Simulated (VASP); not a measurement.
# CdIn15P16 (a cell with a defect) in VASP: single point with LDA

Aim: the single point of CdIn15P16 (a cell with a defect) with LDA.

Everything below comes from runs of VASP 6.6.1. Logs are shortened: lines on timing, memory, paths and dates and some standing lists are left out, and cuts for length are marked.

## 1. The cell of the first run

The cell holds a defect, 32 atoms: a = 10.094 Å, b = 10.094 Å, c = 10.094 Å, α = 109.47°, β = 109.47°, γ = 109.47°.

## 2. Single point, LDA

INCAR reads:

```
PREC = Accurate
ENCUT = 400
EDIFF = 1E-6
ISMEAR = 0
SIGMA = 0.01
LREAL = Auto
LASPH = True
NELM = 120
ALGO = Normal
ISIF = 2
LWAVE = False
LCHARG = True
LELF = True
LVHAR = True
NBANDS = 166
NELECT = 288.0
GGA_COMPAT = False
```

KPOINTS reads:

```
Automatic mesh
0
Gamma
  2 2 2
  0.5 0.5 0.5
```

POSCAR reads:

```
CdIn15P16
1.0
    5.8280390891      5.8280390891      5.8280390891
   -5.8280390891      5.8280390891     -5.8280390891
   -5.8280390891     -5.8280390891      5.8280390891
Cd In P
1 15 16
Direct
    0.4996168355      0.7489067880      0.7494434161
    0.4995425845      0.4975377338     -0.0035979763
    0.7465748140      0.4975415907      0.7493351883
    0.4995408363      0.2490062294      0.2493848990
    0.7510196971      0.2475289768      0.0008412439
   -0.0004324788      0.2490080705      0.7493626272
    0.4995391077     -0.0039362435      0.4978992608
    0.7510746037      0.0005855172      0.2478551634
   -0.0019625953      0.0005637764      0.0008614036
    0.2480666422     -0.0040147254      0.7493579040
    0.7464722949      0.7490706314      0.4978346253
   -0.0004698180      0.7489891179      0.2493481707
    0.2480233171      0.7490613922     -0.0036786821
    0.0010600693      0.5020782863      0.5023828026
    0.2526217499      0.5021348093      0.2509017718
    0.2525274318      0.2505209121      0.5023232480
    0.7481095307     -0.0023915765     -0.0020862736
    0.7492979079      0.7490710588      0.2484157771
   -0.0014109938      0.7490532732     -0.0008949454
    0.7488483030      0.4993305468      0.4995920416
    0.0005036403      0.4997024114      0.2503042697
    0.2497973934      0.4993207911     -0.0013393010
    0.7493197044      0.2481028305      0.7493688176
    0.0005139609      0.2500165008      0.5000693134
    0.2502402222      0.2500242662      0.2502952212
    0.4995282630      0.2480711712     -0.0008743617
   -0.0013925985     -0.0012522870      0.7493465276
    0.2497700311     -0.0016752669      0.4996070292
    0.4995466542     -0.0012418056      0.2484299560
    0.2510487782      0.7490071486      0.7493534577
    0.4995472428      0.7490954388      0.5009062593
    0.4995566078      0.5003558773      0.7493776838
```

Potentials or basis: VASP PAW LDA potentials, release 64 (Cd, In_d, P).

Command:

```
> cat potpaw_LDA.64/Cd/POTCAR potpaw_LDA.64/In_d/POTCAR potpaw_LDA.64/P/POTCAR > POTCAR
> mpirun -np 1 vasp_std > vasp.out
```

OUTCAR:

```text
PREC = Accurate
   ENCUT = 400
   EDIFF = 1E-6
   ISMEAR = 0
   LREAL = Auto
   LASPH = True
   NELM = 120
   ISIF = 2
   NELECT = 288.0

 ion  position               nearest neighbor table
   1  0.500  0.749  0.749-  32 2.51  17 2.51  30 2.51  31 2.51
   2  0.500  0.498  0.996-  32 2.50  26 2.53  22 2.53  18 2.53
   3  0.747  0.498  0.749-  32 2.50  23 2.53  20 2.53  19 2.53
   4  0.500  0.249  0.249-  29 2.52  26 2.52  25 2.52  20 2.52
   5  0.751  0.248  0.001-  17 2.50  21 2.53  23 2.53  26 2.53
   6  1.000  0.249  0.749-  27 2.52  24 2.52  22 2.52  23 2.52
[... 24 lines left out ...]
  31  0.500  0.749  0.501-  11 2.50  15 2.50   7 2.50   1 2.51
  32  0.500  0.500  0.749-   2 2.50   3 2.50  16 2.50   1 2.51

  LATTYP: Found a body centered cubic cell.
 ALAT       =    11.6560781782

  Lattice vectors:

 A1 = (   5.8280390891,   5.8280390891,   5.8280390891)
 A2 = (  -5.8280390891,   5.8280390891,  -5.8280390891)
 A3 = (  -5.8280390891,  -5.8280390891,   5.8280390891)

Analysis of symmetry for initial positions (statically):
=====================================================================
 Subroutine PRICEL returns:
 Original cell was already a primitive cell.

 Routine SETGRP: Setting up the symmetry group for a
 body centered cubic supercell.

 Subroutine GETGRP returns: Found  1 space group operations
 (whereof  1 operations were pure point group operations)
 out of a pool of 48 trial point group operations.

The static configuration has the point symmetry C_1 .

Analysis of symmetry for dynamics (positions and initial velocities):
=====================================================================
 Subroutine PRICEL returns:
 Original cell was already a primitive cell.

 Routine SETGRP: Setting up the symmetry group for a
 body centered cubic supercell.

 Subroutine GETGRP returns: Found  1 space group operations
 (whereof  1 operations were pure point group operations)
 out of a pool of 48 trial point group operations.

The dynamic configuration has the point symmetry C_1 .

 Subroutine INISYM returns: Found  1 space group operations
 (whereof  1 operations are pure point group operations),
 and found     1 'primitive' translations

----------------------------------------------------------------------------------------

                                     Primitive cell

  volume of cell :     791.8216

[... 132 lines left out ...]
   NFREE  =      0    steps in history (QN), initial steepest desc. (CG)
   ISIF   =      2    stress and relaxation
   ISYM   =      2    0-nonsym 1-usesym 2-fastsym
   POTIM  = 0.5000    time-step for ionic-motion
   TEBEG  =    0.0;   TEEND  =   0.0 temperature during run
   PSTRESS=    0.0 pullay stress
   NELECT =     288.0000    total number of electrons
   NUPDOWN=      -1.0000    fix difference up-down
   EMIN   =  10.00;   EMAX   =-10.00  energy-range for DOS
   EFERMI =   0.00;   METHOD = LEGACY
   ISMEAR =     0;   SIGMA  =   0.01  broadening in eV -4-tet -1-fermi 0-gaus
   EFERMI_NEDOS =   21; number of points for ismear=-14 and -15
   IALGO  =     38    algorithm
   IMIX   =      4    mixing-type and parameters
     AMIX     =   0.40;   BMIX     =  1.00
     AMIX_MAG =   1.60;   BMIX_MAG =  1.00
  volume/ion in A,a.u.               =      24.74       166.98
  Fermi-wavevector in a.u.,A,eV,Ry     =   1.168593  2.208320 18.580240  1.365609
  Thomas-Fermi vector in A             =   2.305077
   LORBIT       =      0    0 simple, 1 ext, 2 COOP (PROOUT), +10 PAW based schemes
   GGA     = CA    functional components
   LHFCALC =     F    Hartree Fock is set to
   AEXX    =    0.0000 exact exchange contribution
   IVDW    =     0    specifies the selected vdW correction
   LEPSILON=     F    determine dielectric tensor
   LRPA    =     F    only Hartree local field effects (RPA)
 non-spin polarized calculation
 Gauss-broadening in eV      SIGMA  =   0.01
  energy-cutoff  :      400.00
  volume of cell :      791.82
 maximum number of plane-waves:     14415
 NGX is ok and might be reduce to    70
   NGX = 33   NGY = 33   NGZ = 33

 number of electron     288.0000025 magnetization

 Free energy of the ion-electron system (eV)
  ---------------------------------------------------
  ext. energy  EPLUGINS =         0.00000000
  ---------------------------------------------------
  free energy    TOTEN  =      -147.19375580 eV

  energy without entropy =     -147.19375580  energy(sigma->0) =     -147.19375580

 E-fermi :   4.7352     XC(G=0):  -9.7046

 val. band max:        4.6520122996   @ k =   0.2500   0.2500   0.2500
 cond. band min:       6.6804751640   @ k =   0.2500   0.2500   0.2500
 fundamental gap:      2.0284628644
 Fermi energy:         4.7352037417

 k-point     1 :       0.2500    0.2500    0.2500
  band No.  band energies     occupation
      1      -9.3989      2.00000
      2      -9.3988      2.00000
      3      -9.3988      2.00000
      4      -9.3986      2.00000
      5      -9.3986      2.00000
      6      -9.3959      2.00000
[... 625 lines left out ...]
    155       8.0095      0.00000
    156       8.1488      0.00000
 [bands above 156 left out]

------------------------ aborting loop because EDIFF is reached ----------------------------------------

  FORCE on cell =-STRESS in cart. coord.  units (eV):
  Direction    XX          YY          ZZ          XY          YZ          ZX
  --------------------------------------------------------------------------------------
  -------------------------------------------------------------------------------------
  Total        9.9247760      9.9312268      9.9280901      0.0007896     -0.0028360     -0.0008618
  in kB       20.0818600     20.0949126     20.0885658      0.0015977     -0.0057384     -0.0017438
  external PRESSURE =      20.0884461 kB  Pullay stress =       0.0000000 kB

 VOLUME and BASIS-vectors are now :
 -----------------------------------------------------------------------------
  energy-cutoff  :      400.00
  volume of cell :      791.82
      direct lattice vectors                 reciprocal lattice vectors
     5.828039089  5.828039089  5.828039089     0.000000000  0.085792149  0.085792149
    -5.828039089  5.828039089 -5.828039089    -0.085792149  0.085792149  0.000000000
    -5.828039089 -5.828039089  5.828039089    -0.085792149  0.000000000  0.085792149

 POSITION                                       TOTAL-FORCE (eV/Angst)
 -----------------------------------------------------------------------------------
     -5.82066      2.90866      2.91491        -0.001148     -0.000394     -0.001952
     -5.79539      0.00395      5.81875         0.002950      0.001920     -0.001445
     -2.91578      2.88360      5.81853        -0.001112     -0.000984      0.000017
      0.00670      2.90914      2.91355         0.000041      0.000789     -0.000598
      2.92946      5.81468      2.93927         0.001143     -0.000232      0.000881
      0.00698      2.90943      8.74160        -0.000363      0.000249     -0.000267
[... 24 lines left out ...]
     -4.37368      4.35784      1.46492         0.023325      0.022020     -0.022175
     -4.37206      1.46013      4.36274         0.022073     -0.021574      0.021693
 -----------------------------------------------------------------------------------
    total drift:                                0.003892      0.000554      0.000143

  FREE ENERGIE OF THE ION-ELECTRON SYSTEM (eV)
  ---------------------------------------------------
  free  energy   TOTEN  =      -147.1937558013 eV

  energy  without entropy=     -147.1937558013  energy(sigma->0) =     -147.19375580
```

OSZICAR:

```text
N       E                     dE             d eps       ncg     rms          rms(c)
DAV:   1     0.307807835136E+04    0.30781E+04   -0.10565E+05  1328   0.169E+03
DAV:   2     0.414803615465E+03   -0.26633E+04   -0.26146E+04  1328   0.491E+02
DAV:   3    -0.103301018803E+03   -0.51810E+03   -0.48591E+03  1480   0.229E+02
DAV:   4    -0.152836488641E+03   -0.49535E+02   -0.48989E+02  1616   0.668E+01
DAV:   5    -0.154660126217E+03   -0.18236E+01   -0.18161E+01  1848   0.124E+01    0.274E+01
DAV:   6    -0.147872834306E+03    0.67873E+01   -0.15600E+01  1778   0.195E+01    0.143E+01
DAV:   7    -0.147295093910E+03    0.57774E+00   -0.62061E+00  2000   0.594E+00    0.491E+00
DAV:   8    -0.147202443318E+03    0.92651E-01   -0.89630E-01  1834   0.447E+00    0.252E+00
DAV:   9    -0.147195932570E+03    0.65107E-02   -0.56399E-02  1752   0.130E+00    0.145E+00
DAV:  10    -0.147193970158E+03    0.19624E-02   -0.85664E-03  1844   0.457E-01    0.667E-01
DAV:  11    -0.147193818780E+03    0.15138E-03   -0.18048E-03  1680   0.260E-01    0.112E-01
DAV:  12    -0.147193754195E+03    0.64585E-04   -0.10555E-03  1800   0.126E-01    0.876E-02
DAV:  13    -0.147193759691E+03   -0.54958E-05   -0.22154E-04  1784   0.819E-02    0.331E-02
DAV:  14    -0.147193755575E+03    0.41158E-05   -0.21608E-05  1880   0.279E-02    0.117E-02
DAV:  15    -0.147193755801E+03   -0.22590E-06   -0.33413E-06  1040   0.848E-03
   1 F= -.14719376E+03 E0= -.14719376E+03  d E =-.349746E-32
```

Run time: 26 min. Hardware: 1 thread of Intel Xeon 8259CL, shared host; peak memory 0.66 GiB.

Results:

| Property | Result |
| --- | --- |
| Free energy | -147.1938 eV |
| Largest force | 0.039 eV/Å |

Forces in eV/Å, atoms in the order of the input:
```
Cd  -0.001  0.000 -0.002
In   0.003  0.002 -0.001
In  -0.001 -0.001  0.000
In   0.000  0.001 -0.001
In   0.001  0.000  0.001
In   0.000  0.000  0.000
In   0.003 -0.002  0.002
In   0.000  0.000  0.000
In  -0.001 -0.001 -0.002
In   0.000  0.000  0.001
In   0.000  0.000  0.001
In   0.000  0.000 -0.001
In   0.001  0.001  0.001
In   0.000  0.001  0.001
In  -0.001 -0.001  0.001
In  -0.001  0.001  0.001
P   -0.022  0.022  0.021
P    0.000 -0.001  0.000
P    0.000  0.001  0.001
P    0.001  0.000  0.001
P    0.000  0.000 -0.001
P   -0.001 -0.001  0.001
P    0.000  0.001 -0.001
P    0.000 -0.002 -0.001
P    0.001 -0.001  0.000
P    0.000  0.000 -0.001
P    0.001  0.001  0.000
P    0.000  0.001 -0.001
P   -0.001  0.000  0.000
P   -0.023 -0.022 -0.023
P    0.023  0.022 -0.022
P    0.022 -0.022  0.022
```

Caveat: the cell carries a net charge on a neutralising background, which shifts energy and pressure; the cell is charged against a uniform background, so pressure and absolute levels hang on convention; spin-orbit coupling is left out, which moves the levels of the heavy elements.
